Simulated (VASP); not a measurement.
# MgI2 (P-3m1) in VASP: notebook

MgI2 is run at these levels: PBE; tasks: single point.

Everything below comes from runs of VASP 6.6.1. Logs are shortened: lines on timing, memory, paths and dates and some standing lists are left out, and cuts for length are marked.

### 1 The cell of the first run

Symmetry: P-3m1, No. 164, trigonal system. Conventional cell: a = 4.295 Å, b = 4.295 Å, c = 7.975 Å, α = 90.00°, β = 90.00°, γ = 120.00°. Within 4.0 Å of Mg (site symmetry -3m) lie 6 I at 3.03 Å. Within 4.0 Å of I (site symmetry 3m) lie 3 Mg at 3.03 Å.

### 2 Single point, PBE

INCAR reads:

```
SYSTEM = MgI2
PREC     = Accurate       ! precision mode
ENCUT    = 520            ! plane-wave cutoff, eV
EDIFF    = 1E-6           ! SCF threshold, eV
ISMEAR   = 0              ! smearing method
SIGMA    = 0.05           ! smearing width, eV
LREAL    = .FALSE.        ! projectors in reciprocal space
LASPH    = .TRUE.         ! aspherical terms in the spheres
NELM     = 100            ! most SCF steps
ALGO     = Normal         ! electronic algorithm
ISIF     = 2              ! what is computed and relaxed
LWAVE    = .FALSE.        ! write WAVECAR
LCHARG   = .TRUE.         ! write CHGCAR
GGA      = PE             ! functional
LELF     = .TRUE.         ! ELF
LVHAR    = .TRUE.       
NBANDS   = 15             ! bands
```

KPOINTS reads:

```
Automatic mesh
0
G
  6 6 4
  0 0 0
```

POSCAR reads:

```
MgI2
1.0
    4.2950988506      0.0000000000      0.0000000000
   -2.1475494253      3.7196647164      0.0000000000
    0.0000000000      0.0000000000      7.9749240755
Mg I
1 2
Direct
    0.0000000000      0.0000000000      0.0000000000
    0.3333333333      0.6666666667      0.7820264016
    0.6666666667      0.3333333333      0.2179735984
```

Potentials or basis: VASP PAW PBE potentials, release 64 (Mg, I).

Launch:

```
$ cat potpaw_PBE.64/Mg/POTCAR potpaw_PBE.64/I/POTCAR > POTCAR
$ mpirun -np 1 vasp_std > vasp.out
```

OUTCAR:

```text
SYSTEM = MgI2
   PREC = Accurate
   ENCUT = 520
   EDIFF = 1E-6
   ISMEAR = 0
   LREAL = .FALSE.
   LASPH = .TRUE.
   NELM = 100
   ISIF = 2
   GGA = PE

 ion  position               nearest neighbor table
   1  0.000  0.000  0.000-   2 3.03   3 3.03   3 3.03   2 3.03   3 3.03   2 3.03
   2  0.333  0.667  0.782-   1 3.03   1 3.03   1 3.03
   3  0.667  0.333  0.218-   1 3.03   1 3.03   1 3.03

  LATTYP: Found a hexagonal cell.
 ALAT       =     4.2950988506
 C/A-ratio  =     1.8567498334

  Lattice vectors:

 A1 = (   4.2950988506,   0.0000000000,   0.0000000000)
 A2 = (  -2.1475494253,   3.7196647164,   0.0000000000)
 A3 = (   0.0000000000,   0.0000000000,   7.9749240755)

Analysis of symmetry for initial positions (statically):
[... 33 lines left out ...]
                                     Primitive cell

  volume of cell :     127.4100

  direct lattice vectors                    reciprocal lattice vectors
     4.295098851  0.000000000  0.000000000     0.232823512  0.134420717  0.000000000
    -2.147549425  3.719664716  0.000000000     0.000000000  0.268841435  0.000000000
     0.000000000  0.000000000  7.974924075     0.000000000  0.000000000  0.125393043

  length of vectors
     4.295098851  4.295098851  7.974924075     0.268841435  0.268841435  0.125393043

  position of ions in fractional coordinates (direct lattice)
     0.000000000  0.000000000  0.000000000
     0.333333333  0.666666667  0.782026402
     0.666666667  0.333333333  0.217973598

  ion indices of the primitive-cell ions
   primitive index   ion index
                 1           1
                 2           2
                 3           3

----------------------------------------------------------------------------------------

 KPOINTS: Automatic mesh

Automatic generation of k-mesh.
 Grid dimensions read from file:
 generate k-points for:    6    6    4

 Generating k-lattice:

  Cartesian coordinates                     Fractional coordinates (reciprocal lattice)
     0.038803919  0.022403453  0.000000000     0.166666667  0.000000000  0.000000000
     0.000000000  0.044806906  0.000000000     0.000000000  0.166666667  0.000000000
     0.000000000  0.000000000  0.031348261     0.000000000  0.000000000  0.250000000

  Length of vectors
     0.044806906  0.044806906  0.031348261

  Shift w.r.t. Gamma in fractional coordinates (k-lattice)
[... 9 lines left out ...]
  0.000000  0.000000  0.000000      1.000000
  0.166667  0.000000  0.000000      6.000000
  0.333333  0.000000  0.000000      6.000000
  0.500000  0.000000  0.000000      3.000000
  0.166667  0.166667  0.000000      6.000000
  0.333333  0.166667  0.000000     12.000000
[... 22 lines left out ...]
   dimension x,y,z NGXF=    64 NGYF=   64 NGZF=  120
   ions per type =               1   2
   NGX,Y,Z   is equivalent  to a cutoff of  12.39, 12.39, 12.51 a.u.
   NGXF,Y,Z  is equivalent  to a cutoff of  24.77, 24.77, 25.02 a.u.
 SYSTEM =  MgI2
   PREC   = accura    normal or accurate (medium, high low for compatibility)
   ISTART =      0    job   : 0-new  1-cont  2-samecut
   ICHARG =      2    charge: 1-file 2-atom 10-const
   ISPIN  =      1    spin polarized calculation?
   LNONCOLLINEAR =      F non collinear calculations
   LSORBIT =      F    spin-orbit coupling
   LASPH  =      T    aspherical Exc in radial PAW
   ENCUT  =  520.0 eV  38.22 Ry    6.18 a.u.   7.99  7.99 14.83*2*pi/ulx,y,z
   NELM   =    100;   NELMIN=  2; NELMDL= -5     # of ELM steps
   EDIFF  = 0.1E-05   stopping-criterion for ELM
   LREAL  =      F    real-space projection
   EDIFFG = 0.1E-04   stopping-criterion for IOM
   NSW    =      0    number of steps for IOM
   IBRION =     -1    ionic relax: 0-MD 1-quasi-New 2-CG
[... 14 lines left out ...]
     AMIX     =   0.40;   BMIX     =  1.00
     AMIX_MAG =   1.60;   BMIX_MAG =  1.00
  volume/ion in A,a.u.               =      42.47       286.60
  Fermi-wavevector in a.u.,A,eV,Ry     =   0.819811  1.549218  9.144337  0.672090
  Thomas-Fermi vector in A             =   1.930682
   LORBIT       =      0    0 simple, 1 ext, 2 COOP (PROOUT), +10 PAW based schemes
   GGA     = PE    functional components
[... 6 lines left out ...]
 Gauss-broadening in eV      SIGMA  =   0.05
  energy-cutoff  :      520.00
  volume of cell :      127.41
 maximum number of plane-waves:      3456
   NGX = 15   NGY = 15   NGZ = 29

 number of electron      16.0000001 magnetization

 Free energy of the ion-electron system (eV)
  ---------------------------------------------------
  ext. energy  EPLUGINS =         0.00000000
  ---------------------------------------------------
  free energy    TOTEN  =        -7.68236847 eV

  energy without entropy =       -7.68236847  energy(sigma->0) =       -7.68236847

 E-fermi :   0.7160     XC(G=0):  -7.2241

 val. band max:        0.4700231588   @ k =   0.0000   0.0000   0.0000
 cond. band min:       3.8857494015   @ k =   0.0000   0.0000   0.0000
 fundamental gap:      3.4157262427
 Fermi energy:         0.7160075694

 k-point     1 :       0.0000    0.0000    0.0000
  band No.  band energies     occupation
      1     -11.0349      2.00000
      2     -10.6158      2.00000
      3      -2.3229      2.00000
      4       0.1794      2.00000
      5       0.2404      2.00000
      6       0.2404      2.00000
      7       0.4700      2.00000
      8       0.4700      2.00000
      9       3.8857      0.00000
     10       5.3266      0.00000
     11       7.0973      0.00000
     12       7.0973      0.00000
     13       7.4589      0.00000
     14       8.6386      0.00000
     15       8.6386      0.00000

 k-point     2 :       0.1667    0.0000    0.0000
  band No.  band energies     occupation
      1     -10.9293      2.00000
      2     -10.5552      2.00000
      3      -2.2057      2.00000
      4      -0.6074      2.00000
      5      -0.2064      2.00000
      6      -0.0098      2.00000
      7       0.1940      2.00000
      8       0.4100      2.00000
      9       4.5889      0.00000
     10       5.8698      0.00000
     11       6.5355      0.00000
     12       7.4267      0.00000
     13       7.6730      0.00000
     14       8.4817      0.00000
     15       8.7694      0.00000

 k-point     3 :       0.3333    0.0000    0.0000
  band No.  band energies     occupation
      1     -10.6866      2.00000
      2     -10.4421      2.00000
      3      -2.2468      2.00000
      4      -1.6235      2.00000
      5      -0.9000      2.00000
      6      -0.3740      2.00000
      7       0.0695      2.00000
      8       0.2178      2.00000
      9       4.3883      0.00000
     10       5.8363      0.00000
     11       6.6245      0.00000
     12       7.5805      0.00000
     13       7.6067      0.00000
     14       8.3702      0.00000
     15       9.2612      0.00000

 k-point     4 :       0.5000    0.0000    0.0000
  band No.  band energies     occupation
      1     -10.5278      2.00000
      2     -10.4094      2.00000
      3      -2.5721      2.00000
      4      -1.9394      2.00000
      5      -0.8002      2.00000
      6      -0.5258      2.00000
      7      -0.1232      2.00000
      8       0.1173      2.00000
      9       4.0038      0.00000
     10       5.8222      0.00000
     11       6.2760      0.00000
     12       7.5396      0.00000
     13       7.6410      0.00000
     14       8.9914      0.00000
     15       9.2543      0.00000
[... 307 lines left out ...]
 k-point    22 :       0.1667    0.1667    0.5000
  band No.  band energies     occupation
      1     -10.7359      2.00000
      2     -10.4879      2.00000
      3      -2.0969      2.00000
      4      -1.2998      2.00000
      5      -0.8314      2.00000
      6      -0.2045      2.00000
      7      -0.1452      2.00000
      8       0.0704      2.00000
      9       4.8324      0.00000
     10       6.3123      0.00000
     11       7.0247      0.00000
     12       7.0777      0.00000
     13       7.7074      0.00000
     14       8.0804      0.00000
     15       8.8192      0.00000

 k-point    23 :       0.3333    0.1667    0.5000
  band No.  band energies     occupation
      1     -10.5279      2.00000
      2     -10.4112      2.00000
      3      -2.3921      2.00000
      4      -1.8222      2.00000
      5      -1.0460      2.00000
      6      -0.6989      2.00000
      7      -0.1891      2.00000
      8       0.0144      2.00000
      9       4.4894      0.00000
     10       6.1921      0.00000
     11       6.7521      0.00000
     12       7.3363      0.00000
     13       7.4253      0.00000
     14       8.9001      0.00000
     15       9.4312      0.00000

 k-point    24 :       0.3333    0.3333    0.5000
  band No.  band energies     occupation
      1     -10.4204      2.00000
      2     -10.4204      2.00000
      3      -2.2428      2.00000
      4      -1.6317      2.00000
      5      -1.6317      2.00000
      6      -1.1973      2.00000
      7      -0.0848      2.00000
      8      -0.0848      2.00000
      9       4.7405      0.00000
     10       6.4329      0.00000
     11       6.4329      0.00000
     12       7.9727      0.00000
     13       8.6038      0.00000
     14       8.8122      0.00000
     15       9.0983      0.00000

------------------------ aborting loop because EDIFF is reached ----------------------------------------

  FORCE on cell =-STRESS in cart. coord.  units (eV):
  Direction    XX          YY          ZZ          XY          YZ          ZX
  --------------------------------------------------------------------------------------
  -------------------------------------------------------------------------------------
  Total       -1.2773071     -1.2773071     -1.4270827     -0.0000000      0.0000000      0.0000000
  in kB      -16.0621025    -16.0621025    -17.9455261     -0.0000000      0.0000000      0.0000000
  external PRESSURE =     -16.6899104 kB  Pullay stress =       0.0000000 kB

 VOLUME and BASIS-vectors are now :
 -----------------------------------------------------------------------------
  energy-cutoff  :      520.00
  volume of cell :      127.41
      direct lattice vectors                 reciprocal lattice vectors
     4.295098851  0.000000000  0.000000000     0.232823512  0.134420717  0.000000000
    -2.147549425  3.719664716  0.000000000     0.000000000  0.268841435  0.000000000
     0.000000000  0.000000000  7.974924075     0.000000000  0.000000000  0.125393043

 POSITION                                       TOTAL-FORCE (eV/Angst)
 -----------------------------------------------------------------------------------
      0.00000      0.00000      0.00000        -0.000000      0.000000      0.000000
     -0.00000      2.47978      6.23660         0.000000     -0.000000      0.408087
      2.14755      1.23989      1.73832        -0.000000      0.000000     -0.408087
 -----------------------------------------------------------------------------------
    total drift:                                0.000000     -0.000000      0.000000

  FREE ENERGIE OF THE ION-ELECTRON SYSTEM (eV)
  ---------------------------------------------------
  free  energy   TOTEN  =        -7.6823684695 eV

  energy  without entropy=       -7.6823684695  energy(sigma->0) =       -7.68236847
```

Run time: 22 s. Hardware: 1 thread of AMD EPYC 9R45 (Zen 5), shared host; peak memory 0.22 GiB.

Results:

```
Free energy            : -7.6824 eV
Pressure               : -1.7 GPa
Largest force          : 0.408 eV/Å
Band gap on the k mesh : 3.42 eV, direct
```

Forces on the atoms (eV/Å):
```
Mg   0.000  0.000  0.000
I    0.000  0.000  0.408
I    0.000  0.000 -0.408
```

Stress tensor (GPa, compression positive):
```
-1.61  0.00  0.00
 0.00 -1.61  0.00
 0.00  0.00 -1.79
```

Caveat: spin-orbit coupling is left out, which moves the levels of the heavy elements; this functional lacks dispersion, which binds the layers, so the pressure and a relaxed spacing across them are unreliable.

[end of part 1 of 2]
